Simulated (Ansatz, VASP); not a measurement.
**Ti: VASP beside Ansatz**

INCAR

```
PREC = Accurate
ENCUT = 520
EDIFF = 1E-6
ISMEAR = 0
SIGMA = 0.15
LREAL = False
LASPH = True
NELM = 60
ALGO = Normal
ISIF = 2
LWAVE = False
LCHARG = False
GGA = PE
NBANDS = 12
```

KPOINTS

```
Automatic mesh
0
Gamma
  18 18 18
```

Contents of POSCAR:

```
Ti
1.0
    0.0000000000      2.0558584513      2.0558584513
    1.9598498616      0.0000000000      2.0558584513
    1.9598498616      2.0558584513      0.0000000000
Ti
1
Direct
    0.0000000000      0.0000000000      0.0000000000
```

Input for Ansatz:

```yaml
crystal:
  lattice:
    - [0.0, 2.0558584513, 2.0558584513]
    - [1.9598498616, 0.0, 2.0558584513]
    - [1.9598498616, 2.0558584513, 0.0]
  atoms:
    - { symbol: Ti, position: [0.0, 0.0, 0.0] }
basis:
  ecutwfc: 520.0
kpoints:
  mp_grid: { grid: [18, 18, 18] }
hamiltonian:
  xc: pbe
  pseudopotentials: { kind: paw, azcp: { folder: soft_1 } }
scf:
  occupations: { method: gaussian, width: 0.15 }
output:
  forces: true
  stress: true
  eigenvalues: true
```

Change from the starting cell: normal strain along x -0.0467, normal strain along y +0.0000.

Alike in both runs: task single point; functional PBE; k mesh 18 × 18 × 18; occupations gaussian, width 0.15 eV; no spin polarisation.

```csv
,VASP,Ansatz
version,VASP 6.6.1,Ansatz 0.2.0
potentials or method,"VASP PAW PBE potentials, release 64 (Ti_sv), cutoff 520 eV","scalar-relativistic, plane waves, PAW"
valence electrons in the cell,12,12
```

Ansatz gave:

```
gap on the k mesh at the Fermi level (eV)                     : none
pressure (GPa)                                                : 5.6
traceless stress, the component that is largest in VASP (GPa) : 1.09
```

Question: Which values does VASP return?

Answer: gap on the k mesh at the Fermi level (eV): none; pressure (GPa): 5.3; traceless stress, the component that is largest in VASP (GPa): 1.10.

A gap of «none» marks a metal or a gap that the smearing closes. The functional is the same, so the differences come from potentials, cutoffs and numerics.
